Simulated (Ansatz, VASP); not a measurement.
**Two plane-wave programs on InAs**

The input INCAR:

```
ALGO = Normal
EDIFF = 1E-7
ENCUT = 520
GGA = PE
ISIF = 2
ISMEAR = 0
ISPIN = 2
LASPH = T
LCHARG = F
LORBIT = 11
LREAL = F
LWAVE = F
MAGMOM = 0.5 0
NBANDS = 20
NELM = 150
PREC = Accurate
SIGMA = 0.01
```

Contents of KPOINTS:

```
k-points
0
Gamma
  8 8 8
```

File POSCAR:

```
InAs
1.0
    0.0000000000      3.1407054450      3.1407054450
    3.1407054450      0.0000000000      3.1407054450
    3.1407054450      3.1407054450      0.0000000000
In As
1 1
Direct
    0.0000000000      0.0000000000      0.0000000000
    0.7500000000      0.7500000000      0.7500000000
```

The input input.yaml:

```yaml
crystal:
  lattice:
    - [0.0, 3.140705445, 3.140705445]
    - [3.140705445, 0.0, 3.140705445]
    - [3.140705445, 3.140705445, 0.0]
  atoms:
    - { symbol: In, position: [0.0, 0.0, 0.0], spin: 0.5 }
    - { symbol: As, position: [0.75, 0.75, 0.75] }
hamiltonian:
  xc: pbe
  pseudopotentials: { kind: paw, core: large }
magnetization:
  spin_polarized: true
kpoints:
  mp_grid: { grid: [8, 8, 8] }
scf:
  occupations: { method: gaussian, width: 0.01 }
output:
  forces: true
  stress: true
  eigenvalues: true
  write_density: true
  write_potential: true
  elf: true
  volumetric_format: npy
```

Alike in both runs: task single point; functional PBE; k mesh 8 × 8 × 8; occupations gaussian, width 0.01 eV; collinear spin.

|  | VASP | Ansatz |
| --- | --- | --- |
| version | VASP 6.6.1 | Ansatz 0.2.0 |
| potentials or method | VASP PAW PBE potentials, release 64 (In_d, As) | Ansatz PAW |
| plane-wave cutoff (eV) | 520 | 420 |
| valence electrons in the cell | 18 | 28 |

Ansatz gave:

```
gap on the k mesh at the Fermi level (eV) : none
pressure (GPa)                            : -2.0
net moment per atom (μB)                  : 0.00
```

Q: What did VASP give for the same quantities?

A: gap on the k mesh at the Fermi level (eV): none; pressure (GPa): -1.9; net moment per atom (μB): 0.00.

A gap of «none» marks a metal or a gap that the smearing closes. With one functional, cell and mesh, what is left measures potentials, basis and numerics. VASP's potentials hold 18 valence electrons a cell and Ansatz's 28, so a difference there can come from the potentials and not from the codes.
